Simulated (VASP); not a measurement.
Write the native input for VASP 6.6.1 that does the following.

```
Task                   : single point
Functional             : LDA
Potentials or basis    : VASP PAW LDA potentials, release 64 (Mn_pv)
Cutoff                 : 520 eV
k mesh                 : 17 × 17 × 9
Occupations            : fermi-dirac, width 0.1 eV
Spin                   : no spin polarisation
Dipole correction      : no
Further INCAR settings : ALGO = Normal; EDIFF = 1e-06; NBANDS = 20
```

The structure of Mn lies in POSCAR:

```
Mn
1.0
    2.4645897275      0.0000000000      0.0000000000
   -1.2322948637      2.1343973139      0.0000000000
    0.0000000000      0.0000000000      3.9742618772
Mn
2
Direct
    0.3333333333      0.6666666667      0.2500000000
    0.6666666667      0.3333333333      0.7500000000
```

This cell differs from its parent crystal: volume scaled by 1.04.

These files were run (other wordings do the same):

INCAR

```
PREC = Accurate
ENCUT = 520
EDIFF = 1E-6
ISMEAR = -1
SIGMA = 0.1
LREAL = False
LASPH = True
NELM = 80
ALGO = Normal
ISIF = 2
LWAVE = False
LCHARG = False
NBANDS = 20
```

KPOINTS

```
Automatic mesh
0
Gamma
  17 17 9
```

Potentials or basis: VASP PAW LDA potentials, release 64 (Mn_pv).

Launch:

```sh
$ cat potpaw_LDA.64/Mn_pv/POTCAR > POTCAR
$ mpirun -np 1 vasp_std > vasp.out
```

It gave:

| Property | Result |
| --- | --- |
| Pressure | -11.6 GPa |
| Band gap on the k mesh | zero (band 13 reaches 11.57 eV, above the bottom of band 14 at 9.53 eV) |

Caveat: the run has no spin polarisation, though such a crystal can be magnetic.

Wall time 27 s on 1 thread of AMD EPYC 9R45 96-Core Processor (Zen 5), with other jobs on the host, peak memory 0.13 GiB.
